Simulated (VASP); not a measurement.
A run of VASP 6.6.1 is set up as follows.

INCAR

```
SYSTEM = KI
PREC = Accurate ; ENCUT = 520
EDIFF = 1E-6 ; ISMEAR = -1
SIGMA = 0.02 ; LREAL = .FALSE.
LASPH = .TRUE. ; NELM = 80
ALGO = Normal ; ISIF = 2
LWAVE = .FALSE. ; LCHARG = .TRUE.
GGA = PE ; LELF = .TRUE.
LVHAR = .TRUE. ; NBANDS = 24
```

KPOINTS

```
Automatic mesh
0
G
  6 6 4
  0 0 0
```

Contents of POSCAR:

```
KI
1.0
    6.0394507398      0.0000000000      0.0000000000
   -3.0197253699      5.2303177656      0.0000000000
    0.0000000000      0.0000000000      7.0391244287
K I
2 2
Direct
    0.3333333333      0.6666666667     -0.0625000000
    0.6666666667      0.3333333333      0.4375000000
    0.3333333333      0.6666666667      0.4375000000
    0.6666666667      0.3333333333      0.9375000000
```

Potentials or basis: VASP PAW PBE potentials, release 64 (K_sv, I).

Launch:

```bash
$ cat potpaw_PBE.64/K_sv/POTCAR potpaw_PBE.64/I/POTCAR > POTCAR
$ mpirun -np 1 vasp_std > vasp.out
```

(1) Predict the pressure.

(2) Predict the band gap on the k mesh.

Answers

(1) 0.3 GPa.

(2) 3.79 eV.

Caveat: the structure was generated, so it needn't be the stable form of KI; spin-orbit coupling is left out, which moves the levels of the heavy elements.
